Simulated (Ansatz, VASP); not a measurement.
## Two plane-wave programs on Be2SbCl

INCAR

```
SYSTEM = Be2SbCl
PREC     = Accurate       ! precision mode
ENCUT    = 520            ! plane-wave cutoff, eV
EDIFF    = 1E-6           ! SCF threshold, eV
ISMEAR   = 0              ! smearing method
SIGMA    = 0.1            ! smearing width, eV
LREAL    = .False.        ! projectors in reciprocal space
LASPH    = .True.         ! aspherical terms in the spheres
NELM     = 80             ! most SCF steps
ALGO     = Normal         ! electronic algorithm
ISIF     = 2              ! what is computed and relaxed
LWAVE    = .False.        ! write WAVECAR
LCHARG   = .False.        ! write CHGCAR
GGA      = PE             ! functional
NBANDS   = 16             ! bands
```

Contents of KPOINTS:

```
Automatic mesh
0
Gamma
  4 4 4
  0 0 0
```

The input POSCAR:

```
Be2SbCl
1.0
    2.5653065000     -2.9603809700      0.0000000000
    2.5653065000      2.9603809700      0.0000000000
    0.0000000000      0.0000000000      5.5457131600
Be Sb Cl
2 1 1
Direct
    0.5000000000      0.5000000000      0.6693940600
    0.5000000000      0.5000000000      0.3306059400
    0.5000000000      0.5000000000      0.0000000000
    0.0000000000      0.0000000000      0.5000000000
```

Input for Ansatz:

```yaml
crystal:
  lattice:
    - [2.5653065, -2.96038097, 0.0]
    - [2.5653065, 2.96038097, 0.0]
    - [0.0, 0.0, 5.54571316]
  atoms:
    - { symbol: Be, position: [0.5, 0.5, 0.66939406] }
    - { symbol: Be, position: [0.5, 0.5, 0.33060594] }
    - { symbol: Sb, position: [0.5, 0.5, 0.0] }
    - { symbol: Cl, position: [0.0, 0.0, 0.5] }
basis:
  ecutwfc: 420
kpoints:
  mp_grid: { grid: [4, 4, 4] }
hamiltonian:
  xc: pbe
scf:
  occupations: { method: gaussian, width: 0.1 }
  lower_state_search: "off"
output:
  forces: true
  stress: true
  eigenvalues: true
```

Alike in both runs: task single point; functional PBE; k mesh 4 × 4 × 4; occupations gaussian, width 0.1 eV; no spin polarisation.

|  | VASP | Ansatz |
| --- | --- | --- |
| version | VASP 6.6.1 | Ansatz 0.2.0 |
| potentials or method | VASP PAW PBE potentials, release 64 (Be, Sb, Cl), cutoff 520 eV | scalar-relativistic, plane waves, PAW |
| valence electrons in the cell | 16 | 26 |

|  | VASP | Ansatz | Ansatz less VASP |
| --- | --- | --- | --- |
| gap on the k mesh at the Fermi level (eV) | none | none | - |
| pressure (GPa) | 21.1 | 21.0 | -0.12 |
| traceless stress, the component that is largest in VASP (GPa) | 55.28 | 55.11 | -0.173 |
| rms of the force components (eV/Å) | 3.138 | 3.096 | -0.0418 |

Atom by atom the forces differ by 0.042 eV/Å (rms over components). A gap of «none» marks a metal or a gap that the smearing closes. VASP's potentials hold 16 valence electrons a cell and Ansatz's 26, so a difference there can come from the potentials and not from the codes.

The k mesh is coarse, so the values compare programs but aren't converged. Spin-orbit coupling is off throughout.
